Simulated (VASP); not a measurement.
A run of VASP 6.6.1 is set up as follows.

The input INCAR:

```
SYSTEM = AlNi3
PREC = Accurate ; ENCUT = 520
EDIFF = 1E-7 ; ISMEAR = 0
SIGMA = 0.15 ; LREAL = .FALSE.
LASPH = .TRUE. ; NELM = 60
ALGO = Normal ; ISIF = 2
LWAVE = .FALSE. ; LCHARG = .TRUE.
GGA = CA ; LELF = .TRUE.
LVHAR = .TRUE. ; NBANDS = 24
```

The input KPOINTS:

```
regular mesh
0
G
  14 14 14
  0 0 0
```

POSCAR

```
AlNi3
1.0
    0.0000000000      2.7677403110      2.7677403110
    2.7677403110      0.0000000000      2.7677403110
    2.7677403110      2.7677403110      0.0000000000
Al Ni
1 3
Direct
    0.5000000000      0.5000000000      0.5000000000
    0.2500000000      0.2500000000      0.2500000000
    0.0000000000      0.0000000000      0.0000000000
    0.7500000000      0.7500000000      0.7500000000
```

Potentials or basis: VASP PAW LDA potentials, release 64 (Al, Ni).

Launch:

```sh
$ cat potpaw_LDA.64/Al/POTCAR potpaw_LDA.64/Ni/POTCAR > POTCAR
$ mpirun -np 1 vasp_std > vasp.out
```

Q: Predict the pressure.

A: 0.3 GPa.

Spin polarisation is off, so any magnetic state and its effect on volume and gap are missing.
